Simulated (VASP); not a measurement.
Here is a VASP 6.6.1 calculation.

INCAR

```
SYSTEM = Hf
ALGO = Normal
EDIFF = 1E-6
ENCUT = 520
GGA = PE
ISIF = 2
ISMEAR = -1
LASPH = .TRUE.
LCHARG = .FALSE.
LREAL = .FALSE.
LWAVE = .FALSE.
NBANDS = 11
NELM = 60
PREC = Accurate
SIGMA = 0.08
```

The input KPOINTS:

```
k-points
0
G
  16 16 16
  0 0 0
```

The input POSCAR:

```
Hf
1.0
    0.0000000000      2.0909652634      2.0909652634
    2.0909652634      0.0000000000      2.0909652634
    2.0909652634      2.0909652634      0.0000000000
Hf
1
Direct
    0.0000000000      0.0000000000      0.0000000000
```

Potentials or basis: VASP PAW PBE potentials, release 64 (Hf_pv).

Run with:

```sh
$ cat potpaw_PBE.64/Hf_pv/POTCAR > POTCAR
$ mpirun -np 1 vasp_std > vasp.out
```

(1) Predict the band gap on the k mesh.

(2) What does it give for the pressure?

Answers

(1) zero (band 5 reaches 7.69 eV, above the bottom of band 6 at 5.75 eV).

(2) 29.8 GPa.

Caveat: the cell differs from its parent crystal (volume scaled by 0.81, to set the pressure); spin-orbit coupling is left out, which moves the levels of the heavy elements.
